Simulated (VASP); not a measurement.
Wanted: the native input for a VASP 6.6.1 run.

```
Task                   : single point
Functional             : r2SCAN
Potentials or basis    : VASP PAW PBE potentials, release 64 (Ti_sv, Al)
Cutoff                 : 520 eV
k mesh                 : 6 × 6 × 2
Occupations            : fermi-dirac, width 0.05 eV
Spin                   : no spin polarisation
Dipole correction      : no
Further INCAR settings : ALGO = Normal; EDIFF = 1e-06; NBANDS = 28
```

Ti3Al:

```
Ti Al
1.0
     2.92754    0.00000    0.00000
    -1.46377    2.53533    0.00000
     0.00000    0.00000    9.22636
Ti Al
3 1
Direct
  0.33333 0.66667 0.24941
  0.33333 0.66667 0.75059
  0.66667 0.33333 0.00000
  0.66667 0.33333 0.50000
```

One way to write it, as run:

POSCAR

```
Ti3Al
1.0
    2.9275422229      0.0000000000      0.0000000000
   -1.4637711114      2.5353259357      0.0000000000
    0.0000000000      0.0000000000      9.2263620000
Ti Al
3 1
Direct
    0.3333333333      0.6666666667      0.2494060000
    0.3333333333      0.6666666667      0.7505940000
    0.6666666667      0.3333333333      0.0000000000
    0.6666666667      0.3333333333      0.5000000000
```

INCAR.step1

```
SYSTEM = Ti3Al
PREC = Accurate
ENCUT = 520
ISMEAR = -1
SIGMA = 0.05
LREAL = .False.
LASPH = .True.
NELM = 80
NBANDS = 28
GGA = PE
ALGO = Normal
EDIFF = 1E-4
LWAVE = .True.
LCHARG = .False.
```

INCAR.step2

```
SYSTEM = Ti3Al
PREC = Accurate
ENCUT = 520
EDIFF = 1E-6
ISMEAR = -1
SIGMA = 0.05
LREAL = .False.
LASPH = .True.
NELM = 80
ALGO = Normal
ISIF = 2
LWAVE = .False.
LCHARG = .False.
METAGGA = R2SCAN
LMIXTAU = .True.
NBANDS = 28
ISTART = 1
```

KPOINTS

```
Automatic mesh
0
Gamma
  6 6 2
  0 0 0
```

Potentials or basis: VASP PAW PBE potentials, release 64 (Ti_sv, Al).

Command:

```console
$ cat potpaw_PBE.64/Ti_sv/POTCAR potpaw_PBE.64/Al/POTCAR > POTCAR
$ cp INCAR.step1 INCAR
$ mpirun -np 1 vasp_std > vasp.out
$ cp INCAR.step2 INCAR
$ mpirun -np 1 vasp_std > vasp.out
```

It gave:

| Property | Result |
| --- | --- |
| Pressure | -0.5 GPa |
| Largest force | 0.077 eV/Å |

Caveat: the k points lie up to 0.41 Å⁻¹ apart; the PAW data sets were made with another functional, which shifts forces and pressure a little.

Run time: 4.7 min on 1 thread of Intel Xeon 8259CL, on a shared host, peak memory 0.21 GiB.
